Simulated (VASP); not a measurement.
# Sn3Te2O (P6/mmm) in VASP: further runs

The runs below take Sn3Te2O through single point, relaxation of cell and atoms, with PBE.

Everything below comes from runs of VASP 6.6.1. Logs are shortened: lines on timing, memory, paths and dates and some standing lists are left out, and cuts for length are marked.

## (1) The cell of the first run

The structure is hexagonal, space group P6/mmm (No. 191). The conventional cell has a = 5.913 Å, b = 5.913 Å, c = 5.928 Å, α = 90.00°, β = 90.00°, γ = 120.00°. Within 3.9 Å of Sn (site symmetry mmm) lie 4 Sn at 2.96 Å and 2 O at 2.96 Å and 4 Te at 3.42 Å. Within 4.6 Å of Te (site symmetry -6m2) lie 3 Te at 3.41 Å and 6 Sn at 3.42 Å and 6 O at 4.52 Å. O (site symmetry 6/mmm) has 6 Sn at 2.96 Å within 3.9 Å.

The cell was generated, and may not be a known phase.

## (2) Single point, PBE

Contents of INCAR:

```
SYSTEM = Sn3Te2O
PREC     = Accurate       ! precision mode
ENCUT    = 520            ! plane-wave cutoff, eV
EDIFF    = 1E-6           ! SCF threshold, eV
ISMEAR   = 0              ! smearing method
SIGMA    = 0.1            ! smearing width, eV
LREAL    = .FALSE.        ! projectors in reciprocal space
LASPH    = .TRUE.         ! aspherical terms in the spheres
NELM     = 80             ! most SCF steps
ALGO     = Normal         ! electronic algorithm
ISIF     = 2              ! what is computed and relaxed
LWAVE    = .FALSE.        ! write WAVECAR
LCHARG   = .FALSE.        ! write CHGCAR
GGA      = PE             ! functional
NBANDS   = 39             ! bands
```

Contents of KPOINTS:

```
Automatic mesh
0
G
  6 6 6
  0 0 0
```

Contents of POSCAR:

```
Sn3Te2O
1.0
    5.9131581104      0.0000000000      0.0000000000
   -2.9565790552      5.1209451402      0.0000000000
    0.0000000000      0.0000000000      5.9276969617
Sn Te O
3 2 1
Direct
    0.5000000000      0.0000000000      0.5000000000
    0.0000000000      0.5000000000      0.5000000000
    0.5000000000      0.5000000000      0.5000000000
    0.3333333333      0.6666666667      0.0000000000
    0.6666666667      0.3333333333      0.0000000000
    0.0000000000      0.0000000000      0.5000000000
```

Potentials or basis: VASP PAW PBE potentials, release 64 (Sn_d, Te, O).

On the command line:

```bash
$ cat potpaw_PBE.64/Sn_d/POTCAR potpaw_PBE.64/Te/POTCAR potpaw_PBE.64/O/POTCAR > POTCAR
$ mpirun -np 1 vasp_std > vasp.out
```

OUTCAR:

```text
SYSTEM = Sn3Te2O
   PREC = Accurate
   ENCUT = 520
   EDIFF = 1E-6
   ISMEAR = 0
   LREAL = .FALSE.
   LASPH = .TRUE.
   NELM = 80
   ISIF = 2
   GGA = PE

 ion  position               nearest neighbor table
   1  0.500  0.000  0.500-   2 2.96   3 2.96   3 2.96   2 2.96   4 3.42   5 3.42   4 3.42   5 3.42

   2  0.000  0.500  0.500-   1 2.96   1 2.96   3 2.96   3 2.96   4 3.42   5 3.42   4 3.42   5 3.42

   3  0.500  0.500  0.500-   1 2.96   1 2.96   2 2.96   2 2.96   4 3.42   5 3.42   4 3.42   5 3.42

   4  0.333  0.667  0.000-   5 3.41   5 3.41   5 3.41   1 3.42   1 3.42   2 3.42   2 3.42   3 3.42
                             3 3.42
   5  0.667  0.333  0.000-   4 3.41   4 3.41   4 3.41   1 3.42   1 3.42   2 3.42   2 3.42   3 3.42
                             3 3.42
   6  0.000  0.000  0.500-

  LATTYP: Found a hexagonal cell.
 ALAT       =     5.9131581104
 C/A-ratio  =     1.0024587287

  Lattice vectors:

 A1 = (   5.9131581104,   0.0000000000,   0.0000000000)
 A2 = (  -2.9565790552,   5.1209451402,   0.0000000000)
 A3 = (   0.0000000000,   0.0000000000,   5.9276969617)

Analysis of symmetry for initial positions (statically):
=====================================================================
 Subroutine PRICEL returns:
 Original cell was already a primitive cell.

 Routine SETGRP: Setting up the symmetry group for a
 hexagonal supercell.

 Subroutine GETGRP returns: Found 24 space group operations
 (whereof 24 operations were pure point group operations)
 out of a pool of 24 trial point group operations.

The static configuration has the point symmetry D_6h.

Analysis of symmetry for dynamics (positions and initial velocities):
=====================================================================
 Subroutine PRICEL returns:
 Original cell was already a primitive cell.

 Routine SETGRP: Setting up the symmetry group for a
 hexagonal supercell.

 Subroutine GETGRP returns: Found 24 space group operations
 (whereof 24 operations were pure point group operations)
 out of a pool of 24 trial point group operations.

The dynamic configuration has the point symmetry D_6h.

 Subroutine INISYM returns: Found 24 space group operations
 (whereof 24 operations are pure point group operations),
 and found     1 'primitive' translations

----------------------------------------------------------------------------------------

                                     Primitive cell

  volume of cell :     179.4963

  direct lattice vectors                    reciprocal lattice vectors
     5.913158110  0.000000000  0.000000000     0.169114369  0.097638226  0.000000000
    -2.956579055  5.120945140  0.000000000     0.000000000  0.195276452  0.000000000
     0.000000000  0.000000000  5.927696962     0.000000000  0.000000000  0.168699582

  length of vectors
     5.913158110  5.913158110  5.927696962     0.195276452  0.195276452  0.168699582

  position of ions in fractional coordinates (direct lattice)
     0.500000000  0.000000000  0.500000000
     0.000000000  0.500000000  0.500000000
     0.500000000  0.500000000  0.500000000
     0.333333333  0.666666667  0.000000000
     0.666666667  0.333333333  0.000000000
     0.000000000  0.000000000  0.500000000

  ion indices of the primitive-cell ions
   primitive index   ion index
                 1           1
                 2           2
                 3           3
                 4           4
                 5           5
                 6           6

----------------------------------------------------------------------------------------

 KPOINTS: Automatic mesh

Automatic generation of k-mesh.
 Grid dimensions read from file:
 generate k-points for:    6    6    6

 Generating k-lattice:

  Cartesian coordinates                     Fractional coordinates (reciprocal lattice)
     0.028185728  0.016273038  0.000000000     0.166666667  0.000000000  0.000000000
     0.000000000  0.032546075  0.000000000     0.000000000  0.166666667  0.000000000
     0.000000000  0.000000000  0.028116597     0.000000000  0.000000000  0.166666667

  Length of vectors
     0.032546075  0.032546075  0.028116597

  Shift w.r.t. Gamma in fractional coordinates (k-lattice)
     0.000000000  0.000000000  0.000000000

 Subroutine IBZKPT returns following result:
 ===========================================

 Found     28 irreducible k-points:

 Following reciprocal coordinates:
            Coordinates               Weight
  0.000000  0.000000  0.000000      1.000000
  0.166667 -0.000000  0.000000      6.000000
  0.333333  0.000000  0.000000      6.000000
  0.500000  0.000000  0.000000      3.000000
  0.166667  0.166667  0.000000      6.000000
  0.333333  0.166667  0.000000     12.000000
[... 16 lines left out ...]
  0.166667 -0.000000  0.500000      6.000000
  0.333333  0.000000  0.500000      6.000000
 [... further k-points ...]
   k-points           NKPTS =     28   k-points in BZ     NKDIM =     28   number of bands    NBANDS=     39
   number of dos      NEDOS =    301   number of ions     NIONS =      6
   total plane-waves  NPLWV = 110592
   dimension x,y,z NGX =    48 NGY =   48 NGZ =   48
   dimension x,y,z NGXF=    96 NGYF=   96 NGZF=   96
   ions per type =               3   2   1
   NGX,Y,Z   is equivalent  to a cutoff of  13.49, 13.49, 13.46 a.u.
   NGXF,Y,Z  is equivalent  to a cutoff of  26.99, 26.99, 26.92 a.u.
 SYSTEM =  Sn3Te2O
   PREC   = accura    normal or accurate (medium, high low for compatibility)
   ISTART =      0    job   : 0-new  1-cont  2-samecut
   ICHARG =      2    charge: 1-file 2-atom 10-const
   ISPIN  =      1    spin polarized calculation?
   LNONCOLLINEAR =      F non collinear calculations
   LSORBIT =      F    spin-orbit coupling
   LASPH  =      T    aspherical Exc in radial PAW
   ENCUT  =  520.0 eV  38.22 Ry    6.18 a.u.  10.99 10.99 11.02*2*pi/ulx,y,z
   NELM   =     80;   NELMIN=  2; NELMDL= -5     # of ELM steps
   EDIFF  = 0.1E-05   stopping-criterion for ELM
   LREAL  =      F    real-space projection
[... 7 lines left out ...]
   TEBEG  =    0.0;   TEEND  =   0.0 temperature during run
   PSTRESS=    0.0 pullay stress
   NELECT =      60.0000    total number of electrons
   NUPDOWN=      -1.0000    fix difference up-down
   EMIN   =  10.00;   EMAX   =-10.00  energy-range for DOS
   EFERMI =   0.00;   METHOD = LEGACY
   ISMEAR =     0;   SIGMA  =   0.10  broadening in eV -4-tet -1-fermi 0-gaus
   EFERMI_NEDOS =   21; number of points for ismear=-14 and -15
   IALGO  =     38    algorithm
   IMIX   =      4    mixing-type and parameters
     AMIX     =   0.40;   BMIX     =  1.00
     AMIX_MAG =   1.60;   BMIX_MAG =  1.00
  volume/ion in A,a.u.               =      29.92       201.88
  Fermi-wavevector in a.u.,A,eV,Ry     =   1.136161  2.147034 17.563255  1.290863
  Thomas-Fermi vector in A             =   2.272866
   LORBIT       =      0    0 simple, 1 ext, 2 COOP (PROOUT), +10 PAW based schemes
   GGA     = PE    functional components
   LHFCALC =     F    Hartree Fock is set to
   AEXX    =    0.0000 exact exchange contribution
   IVDW    =     0    specifies the selected vdW correction
   LEPSILON=     F    determine dielectric tensor
   LRPA    =     F    only Hartree local field effects (RPA)
 non-spin polarized calculation
 Gauss-broadening in eV      SIGMA  =   0.10
  energy-cutoff  :      520.00
  volume of cell :      179.50
 maximum number of plane-waves:      4890
 NGX is ok and might be reduce to    48
   NGX = 21   NGY = 21   NGZ = 23

 number of electron      59.9999992 magnetization

 Free energy of the ion-electron system (eV)
  ---------------------------------------------------
  ext. energy  EPLUGINS =         0.00000000
  ---------------------------------------------------
  free energy    TOTEN  =       -21.31404446 eV

  energy without entropy =      -21.30337264  energy(sigma->0) =      -21.30870855

 E-fermi :   5.1141     XC(G=0):  -9.0351

 val. band max:        5.0220658396   @ k =   0.1667  -0.0000   0.5000
 cond. band min:       5.1589477757   @ k =   0.3333   0.0000   0.5000
 fundamental gap:      0.1368819360
 Fermi energy:         5.1141067207

 k-point     1 :       0.0000    0.0000    0.0000
  band No.  band energies     occupation
      1     -16.9121      2.00000
      2     -16.8415      2.00000
      3     -16.8415      2.00000
      4     -16.7502      2.00000
      5     -16.6702      2.00000
      6     -16.6631      2.00000
[... 31 lines left out ...]
     38      10.9682      0.00000
     39      10.9682      0.00000

 k-point     2 :       0.1667   -0.0000    0.0000
  band No.  band energies     occupation
      1     -16.8893      2.00000
      2     -16.8318      2.00000
      3     -16.8105      2.00000
      4     -16.7391      2.00000
      5     -16.6629      2.00000
      6     -16.6614      2.00000
[... 31 lines left out ...]
     38      11.1861      0.00000
     39      11.2345      0.00000

 k-point     3 :       0.3333    0.0000    0.0000
  band No.  band energies     occupation
      1     -16.8603      2.00000
      2     -16.7743      2.00000
      3     -16.7265      2.00000
      4     -16.7137      2.00000
      5     -16.6522      2.00000
      6     -16.6433      2.00000
[... 31 lines left out ...]
     38       9.5650      0.00000
     39      11.2189      0.00000

 k-point     4 :       0.5000    0.0000    0.0000
  band No.  band energies     occupation
      1     -16.8543      2.00000
      2     -16.7002      2.00000
      3     -16.6865      2.00000
      4     -16.6485      2.00000
      5     -16.6232      2.00000
      6     -16.6213      2.00000
[... 31 lines left out ...]
     38       8.9564      0.00000
     39      11.1818      0.00000
[... 754 lines left out ...]
     38      11.1252      0.00000
     39      11.6132      0.00000

 k-point    23 :       0.1667   -0.0000    0.5000
  band No.  band energies     occupation
      1     -16.8891      2.00000
      2     -16.8318      2.00000
      3     -16.8105      2.00000
      4     -16.7399      2.00000
      5     -16.6619      2.00000
      6     -16.6616      2.00000
[... 31 lines left out ...]
     38      11.4477      0.00000
     39      11.7159      0.00000

 k-point    24 :       0.3333    0.0000    0.5000
  band No.  band energies     occupation
      1     -16.8602      2.00000
      2     -16.7742      2.00000
      3     -16.7264      2.00000
      4     -16.7144      2.00000
      5     -16.6525      2.00000
      6     -16.6424      2.00000
[... 31 lines left out ...]
     38       9.8367      0.00000
     39      10.7826      0.00000

 [... further k-points ...]

------------------------ aborting loop because EDIFF is reached ----------------------------------------

  FORCE on cell =-STRESS in cart. coord.  units (eV):
  Direction    XX          YY          ZZ          XY          YZ          ZX
  --------------------------------------------------------------------------------------
  -------------------------------------------------------------------------------------
  Total       -0.0717334     -0.0717334     -0.0716389      0.0000000     -0.0000000      0.0000000
  in kB       -0.6402899     -0.6402899     -0.6394458      0.0000000     -0.0000000      0.0000000
  external PRESSURE =      -0.6400085 kB  Pullay stress =       0.0000000 kB

 VOLUME and BASIS-vectors are now :
 -----------------------------------------------------------------------------
  energy-cutoff  :      520.00
  volume of cell :      179.50
      direct lattice vectors                 reciprocal lattice vectors
     5.913158110  0.000000000  0.000000000     0.169114369  0.097638226  0.000000000
    -2.956579055  5.120945140  0.000000000     0.000000000  0.195276452  0.000000000
     0.000000000  0.000000000  5.927696962     0.000000000  0.000000000  0.168699582

 POSITION                                       TOTAL-FORCE (eV/Angst)
 -----------------------------------------------------------------------------------
      2.95658      0.00000      2.96385        -0.000000      0.000000      0.000000
     -1.47829      2.56047      2.96385        -0.000000      0.000000      0.000000
      1.47829      2.56047      2.96385        -0.000000      0.000000      0.000000
     -0.00000      3.41396      0.00000        -0.000000      0.000000      0.000000
      2.95658      1.70698      0.00000         0.000000     -0.000000      0.000000
      0.00000      0.00000      2.96385        -0.000000      0.000000      0.000000
 -----------------------------------------------------------------------------------
    total drift:                                0.000000     -0.000000     -0.000000

  FREE ENERGIE OF THE ION-ELECTRON SYSTEM (eV)
  ---------------------------------------------------
  free  energy   TOTEN  =       -21.3140444574 eV

  energy  without entropy=      -21.3033726394  energy(sigma->0) =      -21.30870855
```

Run time: 3 min. Hardware: 1 thread of Intel Xeon Platinum 8559C (Emerald Rapids), shared host; peak memory 0.42 GiB.

What came out:

- Free energy: -21.3140 eV
- Pressure: -0.1 GPa
- Band gap on the k mesh: zero (bands 30 and 31 overlap by 1.37 eV)

Caveat: spin-orbit coupling is left out, which moves the levels of the heavy elements.

(Part 1 of 2 ends here.)

The gap in the log of VASP goes by the Fermi energy; the results here count the filled bands.